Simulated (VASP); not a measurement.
Crystal: NdHf.

```
Nd Hf
1.0
     1.83950   -2.56967    0.00000
     1.83950    2.56967    0.00000
     0.00000    0.00000    5.18290
Nd Hf
1 1
Direct
  0.00000 0.00000 0.00000
  0.50000 0.50000 0.50000
```

The cell was generated, and may not be a known phase.

| Item | Value |
| --- | --- |
| Program | VASP 6.6.1 |
| Task | relaxation of cell and atoms |
| Functional | PBE |
| Potentials or basis | VASP PAW PBE potentials, release 64 (Nd, Hf_pv) |
| Cutoff | 600 eV |
| k mesh | 7 × 7 × 4 |
| Occupations | gaussian, width 0.2 eV |
| Spin | no spin polarisation |

At the start: pressure -1.8 GPa; volume 24.50 Å³/atom.

Q: How do energy, volume and symmetry change on relaxing?

A: Over 21 steps the energy falls by 108.8 meV/atom and the volume is 23.26 Å³/atom (-5.1 %); space group Cmmm (No. 65, to 0.1 Å) before, P4/mmm (No. 123, to 0.1 Å).

The path:
| step | energy change (eV) | largest force (eV/Å) | pressure (GPa) | volume (Å³) |
| --- | --- | --- | --- | --- |
| 1 | 0.0000 | 0.0000 | -1.82 | 49.00 |
| 2 | -0.0289 | 0.0000 | -0.31 | 47.04 |
| 3 | -0.0307 | 0.0000 | 0.63 | 46.43 |
| 4 | -0.0407 | 0.0000 | 0.58 | 46.70 |
| 5 | -0.0760 | 0.0000 | -0.71 | 47.42 |
| 6 | -0.1358 | 0.0000 | -2.81 | 48.53 |
| 7 | -0.1378 | 0.0000 | -2.95 | 48.68 |
| 8 | -0.1392 | 0.0000 | -3.16 | 48.69 |
| 9 | -0.1423 | 0.0000 | -3.37 | 48.70 |
| 10 | -0.1431 | 0.0000 | -3.53 | 48.72 |
| 11 | -0.1437 | 0.0000 | -3.28 | 48.71 |
| 12 | -0.1480 | 0.0000 | -2.82 | 48.58 |
| 13 | -0.1597 | 0.0000 | -2.98 | 48.18 |
| 14 | -0.1785 | 0.0000 | -2.31 | 47.37 |
| 15 | -0.1958 | 0.0000 | 0.46 | 45.79 |
| 16 | -0.1959 | 0.0000 | 1.44 | 45.53 |
| 17 | -0.1959 | 0.0000 | 0.66 | 45.66 |
| 18 | -0.1959 | 0.0000 | 1.16 | 45.59 |
| 19 | -0.1993 | 0.0000 | 0.98 | 45.69 |
| 20 | -0.2080 | 0.0000 | 0.86 | 45.98 |
| 21 | -0.2176 | 0.0000 | 0.16 | 46.52 |

Final structure:
```xyz
2
Lattice="2.1403 -2.1246 0.0000 2.1403 2.1246 0.0000 0.0000 0.0000 5.1152" Properties=species:S:1:pos:R:3 pbc="T T T"
Nd    2.1403    2.1246    0.0000
Hf    2.1403    0.0000    2.5576
```

Caveat: the highest band is partly filled, so the run has too few bands; semilocal functionals describe open f shells poorly, which spoils levels, moments and volumes.
